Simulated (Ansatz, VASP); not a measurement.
**Two plane-wave programs on Ru**

File INCAR:

```
SYSTEM = Ru
PREC = Accurate ; ENCUT = 520
EDIFF = 1E-7 ; ISMEAR = 0
SIGMA = 0.15 ; LREAL = .FALSE.
LASPH = .TRUE. ; NELM = 100
ALGO = Fast ; ISIF = 2
LWAVE = .FALSE. ; LCHARG = .FALSE.
GGA = PE ; NBANDS = 21
```

Contents of KPOINTS:

```
Automatic mesh
0
G
  21 21 12
  0 0 0
```

Contents of POSCAR:

```
Ru
1.0
    2.6582400421      0.0000000000      0.0000000000
   -1.3291200211      2.3021034058      0.0000000000
    0.0000000000      0.0000000000      5.0376307038
Ru
2
Direct
    0.3333333333      0.6666666667      0.2500000000
    0.6666666667      0.3333333333      0.7500000000
```

Input for Ansatz:

```yaml
crystal:
  lattice:
    - [2.6582400421, 0.0, 0.0]
    - [-1.3291200211, 2.3021034058, 0.0]
    - [0.0, 0.0, 5.0376307038]
  atoms:
    - { symbol: Ru, position: [0.3333333333, 0.6666666667, 0.25] }
    - { symbol: Ru, position: [0.6666666667, 0.3333333333, 0.75] }
basis:
  ecutwfc: 420
kpoints:
  mp_grid: { grid: [21, 21, 12] }
hamiltonian:
  xc: pbe
  pseudopotentials: { kind: paw, azcp: { folder: soft_1 } }
scf:
  occupations: { method: gaussian, width: 0.15 }
output:
  forces: true
  stress: true
  eigenvalues: true
```

Alike in both runs: task single point; functional PBE; k mesh 21 × 21 × 12; occupations gaussian, width 0.15 eV; no spin polarisation.

|  | VASP | Ansatz |
| --- | --- | --- |
| version | VASP 6.6.1 | Ansatz 0.2.0 |
| potentials or method | VASP PAW PBE potentials, release 64 (Ru_pv), cutoff 520 eV | scalar-relativistic, plane waves, PAW |
| valence electrons in the cell | 28 | 32 |

Ansatz gave:

| Property | Result |
| --- | --- |
| gap on the k mesh at the Fermi level (eV) | none |
| pressure (GPa) | -18.3 |
| traceless stress, the component that is largest in VASP (GPa) | -31.23 |

Q: Which values does VASP return?

A: gap on the k mesh at the Fermi level (eV): none; pressure (GPa): -18.4; traceless stress, the component that is largest in VASP (GPa): -31.19.

A gap of «none» marks a metal or a gap that the smearing closes. VASP's potentials hold 28 valence electrons a cell and Ansatz's 32, so a difference there can come from the potentials and not from the codes.
